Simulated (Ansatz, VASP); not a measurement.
## Two plane-wave programs on GdHAu2

INCAR

```
SYSTEM = GdHAu2
ALGO = Normal ; EDIFF = 1E-6
ENCUT = 520 ; GGA = PE
ISIF = 2 ; ISMEAR = 0
ISPIN = 2 ; LASPH = .TRUE.
LCHARG = .FALSE. ; LMAXMIX = 6
LORBIT = 11 ; LREAL = .FALSE.
LWAVE = .FALSE. ; MAGMOM = 7 0 0 0
NBANDS = 32 ; NELM = 150
PREC = Accurate ; SIGMA = 0.1
```

The input KPOINTS:

```
k-points
0
G
  4 4 4
  0 0 0
```

Contents of POSCAR:

```
GdHAu2
1.0
    3.8714349200      0.0000000000      0.0000000000
    0.0000000000      3.8714349200      0.0000000000
    0.0000000000      0.0000000000      6.0528414200
Gd H Au
1 1 2
Direct
    0.0000000000      0.0000000000      0.0000000000
    0.5000000000      0.5000000000      0.5000000000
    0.5000000000      0.5000000000      0.8257348300
    0.5000000000      0.5000000000      0.1742651700
```

Input for Ansatz:

```yaml
crystal:
  lattice:
    - [3.87143492, 0.0, 0.0]
    - [0.0, 3.87143492, 0.0]
    - [0.0, 0.0, 6.05284142]
  atoms:
    - { symbol: Gd, position: [0.0, 0.0, 0.0], spin: 7.0 }
    - { symbol: H, position: [0.5, 0.5, 0.5] }
    - { symbol: Au, position: [0.5, 0.5, 0.82573483] }
    - { symbol: Au, position: [0.5, 0.5, 0.17426517] }
basis:
  ecutwfc: 420
kpoints:
  mp_grid: { grid: [4, 4, 4] }
hamiltonian:
  xc: pbe
scf:
  occupations: { method: gaussian, width: 0.1 }
  lower_state_search: "off"
output:
  forces: true
  stress: true
  eigenvalues: true
  populations: true
magnetization:
  spin_polarized: true
```

Alike in both runs: task single point; functional PBE; k mesh 4 × 4 × 4; occupations gaussian, width 0.1 eV; collinear spin.

|  | VASP | Ansatz |
| --- | --- | --- |
| version | VASP 6.6.1 | Ansatz 0.2.0 |
| potentials or method | VASP PAW PBE potentials, release 64 (Gd, H, Au), cutoff 520 eV | scalar-relativistic, plane waves, PAW |
| valence electrons in the cell | 41 | 57 |

VASP gave:

```
gap on the k mesh at the Fermi level (eV)                     : none
pressure (GPa)                                                : 23.1
traceless stress, the component that is largest in VASP (GPa) : 29.99
rms of the force components (eV/Å)                            : 6.849
net moment per atom (μB)                                      : 1.74
size of the moment on the site where the two differ most (μB) : 6.72
```

Problem. Which values does Ansatz return?

Solution. gap on the k mesh at the Fermi level (eV): none; pressure (GPa): 23.7; traceless stress, the component that is largest in VASP (GPa): 31.14; rms of the force components (eV/Å): 7.026; net moment per atom (μB): 1.74; size of the moment on the site where the two differ most (μB): 6.86.

Site moments also hang on the region over which each program counts them. Atom by atom the forces differ by 0.177 eV/Å (rms over components). A gap of «none» marks a metal or a gap that the smearing closes. VASP's potentials hold 41 valence electrons a cell and Ansatz's 57, so a difference there can come from the potentials and not from the codes.

The k mesh is coarse, so the values compare programs but aren't converged. Spin-orbit coupling is off throughout.
